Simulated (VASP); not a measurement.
Wanted: the native input for a VASP 6.6.1 run.

| Quantity | Value |
| --- | --- |
| Task | single point |
| Functional | PBE |
| Potentials or basis | VASP PAW PBE potentials, release 64 (Mo_sv) |
| Cutoff | 520 eV |
| k mesh | 16 × 16 × 16 |
| Occupations | fermi-dirac, width 0.05 eV |
| Spin | no spin polarisation |
| Dipole correction | no |
| Further INCAR settings | ALGO = Normal; EDIFF = 1e-07; NBANDS = 13 |

The structure of Mo lies in POSCAR:

```
Mo
1.0
   -1.5710000000      1.5710000000      1.5710000000
    1.5710000000     -1.5710000000      1.5710000000
    1.5710000000      1.5710000000     -1.5710000000
Mo
1
Direct
    0.0000000000      0.0000000000      0.0000000000
```

One way to write it, as run:

INCAR

```
ALGO = Normal
EDIFF = 1E-7
ENCUT = 520
GGA = PE
ISIF = 2
ISMEAR = -1
LASPH = True
LCHARG = False
LREAL = False
LWAVE = False
NBANDS = 13
NELM = 80
PREC = Accurate
SIGMA = 0.05
```

KPOINTS

```
k-points
0
Gamma
  16 16 16
```

Potentials or basis: VASP PAW PBE potentials, release 64 (Mo_sv).

Run with:

```bash
$ cat potpaw_PBE.64/Mo_sv/POTCAR > POTCAR
$ mpirun -np 1 vasp_std > vasp.out
```

Results of the run:

```
Pressure               : 5.2 GPa
Band gap on the k mesh : zero (band 7 reaches 16.75 eV, above the bottom of band 8 at 11.35 eV)
```

Run time: 12 s on 1 thread of Intel Xeon 6975P-C, with other jobs on the host, peak memory 0.14 GiB.
